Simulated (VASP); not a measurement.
# MgAlF5 (P1) in VASP: single point with r2SCAN

Aim: the single point of MgAlF5 with r2SCAN.

Everything below comes from runs of VASP 6.6.1. Logs are shortened: lines on timing, memory, paths and dates and some standing lists are left out, and cuts for length are marked.

## 1. The cell of the first run

The typed cell holds 7 atoms: a = 3.673 Å, b = 5.198 Å, c = 5.132 Å, α = 88.08°, β = 109.90°, γ = 66.29°.

## 2. Single point, r2SCAN

Contents of POSCAR:

```
MgAlF5
1.0
    0.0845600000     -0.0490190000      3.6712110000
    3.7338460000     -3.0364770000      1.9646950000
    3.6898070000      3.0845760000     -1.7912310000
Mg Al F
1 1 5
Direct
    0.9552560000      0.0231680000      0.9703190000
    0.9764800000      0.5105810000      0.5089760000
    0.0311430000      0.7548790000      0.6872330000
    0.0970850000      0.2518150000      0.2949310000
    0.4821810000      0.4973290000      0.5131390000
    0.6996940000      0.7855800000      0.1836120000
    0.3526080000      0.1916610000      0.8241830000
```

Contents of INCAR.step1:

```
PREC = Accurate ; ENCUT = 520
ISMEAR = -1 ; SIGMA = 0.1
LREAL = False ; LASPH = True
NELM = 60 ; NBANDS = 29
GGA = PE ; ALGO = Normal
EDIFF = 1E-4 ; LWAVE = True
LCHARG = False
```

Contents of INCAR.step2:

```
PREC = Accurate ; ENCUT = 520
EDIFF = 1E-6 ; ISMEAR = -1
SIGMA = 0.1 ; LREAL = False
LASPH = True ; NELM = 60
ALGO = Normal ; ISIF = 2
LWAVE = False ; LCHARG = False
METAGGA = R2SCAN ; LMIXTAU = True
NBANDS = 29 ; ISTART = 1
```

Contents of KPOINTS:

```
Automatic mesh
0
Gamma
  6 4 4
  0 0.5 0
```

Potentials or basis: VASP PAW PBE potentials, release 64 (Mg, Al, F).

The run is started by

```bash
$ cat potpaw_PBE.64/Mg/POTCAR potpaw_PBE.64/Al/POTCAR potpaw_PBE.64/F/POTCAR > POTCAR
$ cp INCAR.step1 INCAR
$ mpirun -np 1 vasp_std > vasp.out
$ cp INCAR.step2 INCAR
$ mpirun -np 1 vasp_std > vasp.out
```

OUTCAR:

```text
PREC = Accurate
   ENCUT = 520
   EDIFF = 1E-6
   ISMEAR = -1
   LREAL = False
   LASPH = True
   NELM = 60
   ISIF = 2
   METAGGA = R2SCAN
   ISTART = 1

 ion  position               nearest neighbor table
   1  0.955  0.023  0.970-   7 1.87   3 2.06   4 2.12   6 2.27   7 2.28   6 2.31   2 3.38   2 3.45

   2  0.976  0.511  0.509-   3 1.63   4 1.78   5 1.82   6 1.84   5 1.85   7 1.93   1 3.38   1 3.45

   3  0.031  0.755  0.687-   2 1.63   1 2.06
   4  0.097  0.252  0.295-   2 1.78   1 2.12
   5  0.482  0.497  0.513-   2 1.82   2 1.85
   6  0.700  0.786  0.184-   2 1.84   1 2.27   1 2.31
   7  0.353  0.192  0.824-   1 1.87   2 1.93   1 2.28

  LATTYP: Found a triclinic cell.
 ALAT       =     7.0110846882
 B/A-ratio  =     1.4314707487
 C/A-ratio  =     2.0458537764
 COS(alpha) =     0.0014905267
 COS(beta)  =     0.4731418704
 COS(gamma) =     0.8778736123

  Lattice vectors:

 A1 = (   0.1250810000,   6.0230150000,   3.5864960000)
 A2 = (   3.8148880000,   9.1075910000,   1.7952650000)
 A3 = ( -10.9038190000,   2.8413210000,   8.8754740000)

Analysis of symmetry for initial positions (statically):
=====================================================================
 Subroutine PRICEL returns:
 Original cell was already a primitive cell.

 Routine SETGRP: Setting up the symmetry group for a
 triclinic supercell.

 Subroutine GETGRP returns: Found  1 space group operations
 (whereof  1 operations were pure point group operations)
 out of a pool of  2 trial point group operations.

The static configuration has the point symmetry C_1 .

Analysis of symmetry for dynamics (positions and initial velocities):
=====================================================================
 Subroutine PRICEL returns:
 Original cell was already a primitive cell.

 Routine SETGRP: Setting up the symmetry group for a
 triclinic supercell.

 Subroutine GETGRP returns: Found  1 space group operations
 (whereof  1 operations were pure point group operations)
 out of a pool of  2 trial point group operations.

The dynamic configuration has the point symmetry C_1 .

 Subroutine INISYM returns: Found  1 space group operations
 (whereof  1 operations are pure point group operations),
 and found     1 'primitive' translations

----------------------------------------------------------------------------------------

                                     Primitive cell

  volume of cell :      82.6791

  direct lattice vectors                    reciprocal lattice vectors
     0.084560000 -0.049019000  3.671211000    -0.007513618  0.168573709  0.274813588
     3.733846000 -3.036477000  1.964695000     0.135902812 -0.165670926 -0.005342369
     3.689807000  3.084576000 -1.791231000     0.133664222  0.163785025 -0.000891822

  length of vectors
     3.672511874  5.198252107  5.132035979     0.322484198  0.214347780  0.211405899

  position of ions in fractional coordinates (direct lattice)
     0.955256000  0.023168000  0.970319000
     0.976480000  0.510581000  0.508976000
     0.031143000  0.754879000  0.687233000
     0.097085000  0.251815000  0.294931000
     0.482181000  0.497329000  0.513139000
     0.699694000  0.785580000  0.183612000
     0.352608000  0.191661000  0.824183000

  ion indices of the primitive-cell ions
   primitive index   ion index
                 1           1
                 2           2
                 3           3
                 4           4
                 5           5
                 6           6
                 7           7

----------------------------------------------------------------------------------------

 KPOINTS: Automatic mesh

Automatic generation of k-mesh.
 Grid dimensions read from file:
 generate k-points for:    6    4    4

 Generating k-lattice:

  Cartesian coordinates                     Fractional coordinates (reciprocal lattice)
    -0.001252270  0.028095618  0.045802265     0.166666667  0.000000000  0.000000000
     0.033975703 -0.041417732 -0.001335592     0.000000000  0.250000000  0.000000000
     0.033416056  0.040946256 -0.000222956     0.000000000  0.000000000  0.250000000

  Length of vectors
     0.053747366  0.053586945  0.052851475

  Shift w.r.t. Gamma in fractional coordinates (k-lattice)
     0.000000000  0.500000000  0.000000000

 Subroutine IBZKPT returns following result:
 ===========================================

 Found     48 irreducible k-points:

 Following reciprocal coordinates:
            Coordinates               Weight
  0.000000  0.125000 -0.000000      2.000000
  0.166667  0.125000  0.000000      2.000000
  0.333333  0.125000 -0.000000      2.000000
  0.500000  0.125000 -0.000000      2.000000
 -0.333333  0.125000  0.000000      2.000000
 -0.166667  0.125000 -0.000000      2.000000
[... 16 lines left out ...]
 -0.333333  0.375000  0.250000      2.000000
 -0.166667  0.375000  0.250000      2.000000
 [... further k-points ...]
   k-points           NKPTS =     48   k-points in BZ     NKDIM =     48   number of bands    NBANDS=     29
   number of dos      NEDOS =    301   number of ions     NIONS =      7
   total plane-waves  NPLWV =  44800
   dimension x,y,z NGX =    28 NGY =   40 NGZ =   40
   dimension x,y,z NGXF=    56 NGYF=   80 NGZF=   80
   ions per type =               1   1   5
   NGX,Y,Z   is equivalent  to a cutoff of  12.67, 12.79, 12.96 a.u.
   NGXF,Y,Z  is equivalent  to a cutoff of  25.35, 25.58, 25.92 a.u.
 SYSTEM =  unknown system
   PREC   = accura    normal or accurate (medium, high low for compatibility)
   ISTART =      1    job   : 0-new  1-cont  2-samecut
   ICHARG =      0    charge: 1-file 2-atom 10-const
   ISPIN  =      1    spin polarized calculation?
   LNONCOLLINEAR =      F non collinear calculations
   LSORBIT =      F    spin-orbit coupling
   LASPH  =      T    aspherical Exc in radial PAW
   ENCUT  =  520.0 eV  38.22 Ry    6.18 a.u.   6.83  9.67  9.54*2*pi/ulx,y,z
   NELM   =     60;   NELMIN=  2; NELMDL=  0     # of ELM steps
   EDIFF  = 0.1E-05   stopping-criterion for ELM
   LREAL  =      F    real-space projection
   EDIFFG = 0.1E-04   stopping-criterion for IOM
   NSW    =      0    number of steps for IOM
   IBRION =     -1    ionic relax: 0-MD 1-quasi-New 2-CG
   NFREE  =      0    steps in history (QN), initial steepest desc. (CG)
   ISIF   =      2    stress and relaxation
   ISYM   =      2    0-nonsym 1-usesym 2-fastsym
   POTIM  = 0.5000    time-step for ionic-motion
   TEBEG  =    0.0;   TEEND  =   0.0 temperature during run
   PSTRESS=    0.0 pullay stress
   NELECT =      40.0000    total number of electrons
   NUPDOWN=      -1.0000    fix difference up-down
   EMIN   =  10.00;   EMAX   =-10.00  energy-range for DOS
   EFERMI =   0.00;   METHOD = LEGACY
   ISMEAR =    -1;   SIGMA  =   0.10  broadening in eV -4-tet -1-fermi 0-gaus
   EFERMI_NEDOS =   21; number of points for ismear=-14 and -15
   IALGO  =     38    algorithm
   IMIX   =      4    mixing-type and parameters
     AMIX     =   0.40;   BMIX     =  1.00
     AMIX_MAG =   1.60;   BMIX_MAG =  1.00
  volume/ion in A,a.u.               =      11.81        79.71
  Fermi-wavevector in a.u.,A,eV,Ry     =   1.285177  2.428632 22.472463  1.651679
  Thomas-Fermi vector in A             =   2.417327
   LORBIT       =      0    0 simple, 1 ext, 2 COOP (PROOUT), +10 PAW based schemes
   METAGGA = R2SCAN    functional components
   LHFCALC =     F    Hartree Fock is set to
   AEXX    =    0.0000 exact exchange contribution
   IVDW    =     0    specifies the selected vdW correction
   LEPSILON=     F    determine dielectric tensor
   LRPA    =     F    only Hartree local field effects (RPA)
 non-spin polarized calculation
  energy-cutoff  :      520.00
  volume of cell :       82.68
 maximum number of plane-waves:      2239
   NGX = 13   NGY = 19   NGZ = 19

 number of electron      40.0000008 magnetization

 Free energy of the ion-electron system (eV)
  ---------------------------------------------------
  ext. energy  EPLUGINS =         0.00000000
  ---------------------------------------------------
  free energy    TOTEN  =       -51.70618647 eV

  energy without entropy =      -51.70618647  energy(sigma->0) =      -51.70618647

 E-fermi :   0.8631     XC(G=0):  -9.7234

 val. band max:       -1.4290662490   @ k =   0.1667   0.1250   0.0000
 cond. band min:       5.6212529974   @ k =   0.0000   0.1250  -0.0000
 fundamental gap:      7.0503192464
 Fermi energy:         0.8630715365

 k-point     1 :       0.0000    0.1250   -0.0000
  band No.  band energies     occupation
      1     -24.5645      2.00000
      2     -23.6631      2.00000
      3     -23.3547      2.00000
      4     -22.7840      2.00000
      5     -22.3850      2.00000
      6      -6.6276      2.00000
[... 21 lines left out ...]
     28      15.4170      0.00000
     29      16.2031      0.00000

 k-point     2 :       0.1667    0.1250    0.0000
  band No.  band energies     occupation
      1     -24.5053      2.00000
      2     -23.6487      2.00000
      3     -23.3817      2.00000
      4     -22.8005      2.00000
      5     -22.3872      2.00000
      6      -7.0701      2.00000
[... 21 lines left out ...]
     28      14.9786      0.00000
     29      15.4371      0.00000

 k-point     3 :       0.3333    0.1250   -0.0000
  band No.  band energies     occupation
      1     -24.3121      2.00000
      2     -23.7070      2.00000
      3     -23.4334      2.00000
      4     -22.8136      2.00000
      5     -22.4115      2.00000
      6      -7.3768      2.00000
[... 638 lines left out ...]
      5     -22.4135      2.00000
      6      -7.1436      2.00000
[... 21 lines left out ...]
     28      14.8779      0.00000
     29      15.5196      0.00000

 k-point    24 :      -0.1667    0.3750    0.2500
  band No.  band energies     occupation
      1     -24.4009      2.00000
      2     -23.7772      2.00000
      3     -23.3701      2.00000
      4     -22.7532      2.00000
      5     -22.4445      2.00000
      6      -6.7932      2.00000
[... 21 lines left out ...]
     28      15.6443      0.00000
     29      15.8778      0.00000

 [... further k-points ...]

------------------------ aborting loop because EDIFF is reached ----------------------------------------

  FORCE on cell =-STRESS in cart. coord.  units (eV):
  Direction    XX          YY          ZZ          XY          YZ          ZX
  --------------------------------------------------------------------------------------
  -------------------------------------------------------------------------------------
  Total        2.4385034     -0.4559459     -3.4274213     -0.8338477      0.8042439     -0.8200642
  in kB       47.2539482     -8.8354382    -66.4174533    -16.1585152     15.5848465    -15.8914151
  external PRESSURE =      -9.3329811 kB  Pullay stress =       0.0000000 kB

 VOLUME and BASIS-vectors are now :
 -----------------------------------------------------------------------------
  energy-cutoff  :      520.00
  volume of cell :       82.68
      direct lattice vectors                 reciprocal lattice vectors
     0.084560000 -0.049019000  3.671211000    -0.007513618  0.168573709  0.274813588
     3.733846000 -3.036477000  1.964695000     0.135902812 -0.165670926 -0.005342369
     3.689807000  3.084576000 -1.791231000     0.133664222  0.163785025 -0.000891822

 POSITION                                       TOTAL-FORCE (eV/Angst)
 -----------------------------------------------------------------------------------
      3.74757      2.87585      1.81440         0.271100      1.147290      1.102983
      3.86703     -0.02826      3.67631        -3.350694     -0.179282     -0.156377
      5.35699     -0.17388      0.36645         4.771530      0.125266     -1.199189
      2.03669      0.14035      0.32287        -1.424161     -0.078052     -1.234618
      3.79111      0.04905      1.82814        -0.404529      0.440898      3.333491
      3.66989     -1.85333      3.78326        -0.177759      0.148819     -0.480337
      3.78653      1.94300      0.19475         0.314514     -1.604940     -1.365952
 -----------------------------------------------------------------------------------
    total drift:                                0.002588     -0.003867     -0.010428

  FREE ENERGIE OF THE ION-ELECTRON SYSTEM (eV)
  ---------------------------------------------------
  free  energy   TOTEN  =       -51.7061864684 eV

  energy  without entropy=      -51.7061864682  energy(sigma->0) =      -51.70618647
```

Run time: 8 min. Hardware: 1 thread of AMD EPYC 7R13 (Zen 3), shared host; peak memory 0.24 GiB.

What came out:

```yaml
Free_energy: -51.7062 eV
Pressure: -0.9 GPa
Largest_force: 4.922 eV/Å
Band_gap_on_the_k_mesh: 7.05 eV, indirect (least direct gap 7.08 eV)
```

Forces on the atoms (eV/Å):
```
Mg   0.271  1.147  1.103
Al  -3.351 -0.179 -0.156
F    4.772  0.125 -1.199
F   -1.424 -0.078 -1.235
F   -0.405  0.441  3.333
F   -0.178  0.149 -0.480
F    0.315 -1.605 -1.366
```

Caveat: the PAW data sets were made with another functional, which shifts forces and pressure a little.
